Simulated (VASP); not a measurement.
Li2YZnC6N6: single point with PBE

The system is Li2YZnC6N6.

```
Li Y Zn C N
1.0
     0.00000    5.29700    5.29700
     5.29700    0.00000    5.29700
     5.29700    5.29700    0.00000
Li Y Zn C N
2 1 1 6 6
Direct
  0.25000 0.25000 0.25000
  0.75000 0.75000 0.75000
  0.50000 0.50000 0.50000
  0.00000 0.00000 0.00000
  0.81905 0.18095 0.18095
  0.18095 0.81905 0.18095
  0.18095 0.18095 0.81905
  0.18095 0.81905 0.81905
  0.81905 0.18095 0.81905
  0.81905 0.81905 0.18095
  0.70861 0.29139 0.29139
  0.29139 0.70861 0.29139
  0.29139 0.29139 0.70861
  0.29139 0.70861 0.70861
  0.70861 0.29139 0.70861
  0.70861 0.70861 0.29139
```

```yaml
Program: VASP 6.6.1
Task: single point
Functional: PBE
Potentials_or_basis: VASP PAW PBE potentials, release 64 (Li_sv, Y_sv, Zn, C, N)
Cutoff: 520 eV
k_mesh: 4 × 4 × 4
Occupations: gaussian, width 0.1 eV
Spin: no spin polarisation
Dipole_correction: no
Further_INCAR_settings: LREAL = Auto; ALGO = Normal; EDIFF = 1e-06; NBANDS = 56
```

```yaml
Largest_force: 2.182 eV/Å
```

Forces on the atoms (eV/Å):
```
Li   0.000  0.000  0.000
Li   0.000  0.000  0.000
Y    0.000  0.000  0.000
Zn   0.000  0.000  0.000
C    2.182  0.000  0.000
C    0.000  2.182  0.000
C    0.000  0.000  2.182
C   -2.182  0.000  0.000
C    0.000 -2.182  0.000
C    0.000  0.000 -2.182
N   -0.060  0.000  0.000
N    0.000 -0.060  0.000
N    0.000  0.000 -0.060
N    0.060  0.000  0.000
N    0.000  0.060  0.000
N    0.000  0.000  0.060
```

Levels at points of the mesh, in eV from the Fermi level:
| k point | band 39 | band 40 | band 41 | band 42 | band 43 | band 44 |
| --- | --- | --- | --- | --- | --- | --- |
| (0.00, 0.00, 0.00) | -5.38 | -1.94 | -1.94 | -0.60 | -0.22 | -0.22 |
| (0.50, 0.00, 0.00) | -5.23 | -1.80 | -1.80 | 0.31 | 0.37 | 0.68 |
| (0.50, 0.50, 0.00) | -5.07 | -1.96 | -1.92 | -0.19 | 0.45 | 0.90 |

It took 5 min on 1 thread of AMD EPYC 7R43 64-Core Processor (Zen 3) (shared host), peak memory 0.44 GiB.

Caveat: forces of over 1 eV/Å act on the atoms, so gaps and moduli don't describe the material at rest.
